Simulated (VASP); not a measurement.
Write the native input for VASP 6.6.1 that does the following.

| Quantity | Value |
| --- | --- |
| Task | single point |
| Functional | PBE |
| Potentials or basis | VASP PAW PBE potentials, release 64 (Ge_d, Mo_sv) |
| Cutoff | 500 eV |
| k mesh | 12 × 12 × 7 |
| Occupations | fermi-dirac, width 0.1 eV |
| Spin | no spin polarisation |
| Dipole correction | no |
| Further INCAR settings | ALGO = Normal; EDIFF = 1e-06; NBANDS = 36 |

The structure of GeMo (anti NiAs type) lies in POSCAR:

```
GeMo
1.0
    2.4204612477      0.0000000000      0.0000000000
   -1.2102306238      2.0961809294      0.0000000000
    0.0000000000      0.0000000000      7.2949350544
Ge Mo
2 2
Direct
    0.0000000000      0.0000000000      0.0000000000
    0.0000000000      0.0000000000      0.5000000000
    0.3333333333      0.6666666667      0.2500000000
    0.6666666667      0.3333333333      0.7500000000
```

These files were run (other wordings do the same):

INCAR

```
SYSTEM = GeMo
  ALGO = Normal
  EDIFF = 1E-6
  ENCUT = 500
  GGA = PE
  GGA_COMPAT = .FALSE.
  ISIF = 2
  ISMEAR = -1
  LASPH = .TRUE.
  LCHARG = .FALSE.
  LREAL = .FALSE.
  LWAVE = .FALSE.
  NBANDS = 36
  NELM = 120
  PREC = Accurate
  SIGMA = 0.1
```

KPOINTS

```
k-points
0
G
  12 12 7
  0 0 0
```

Potentials or basis: VASP PAW PBE potentials, release 64 (Ge_d, Mo_sv).

The run is started by

```console
$ cat potpaw_PBE.64/Ge_d/POTCAR potpaw_PBE.64/Mo_sv/POTCAR > POTCAR
$ mpirun -np 1 vasp_std > vasp.out
```

It gave:

| Property | Result |
| --- | --- |
| Pressure | 303.7 GPa |
| Band gap on the k mesh | zero (bands 28 and 29 overlap by 1.71 eV) |

Caveat: the cell stands under pressure.

Run time: 2.7 min on 1 thread of Intel Xeon 8259CL, on a shared host, peak memory 0.2 GiB.
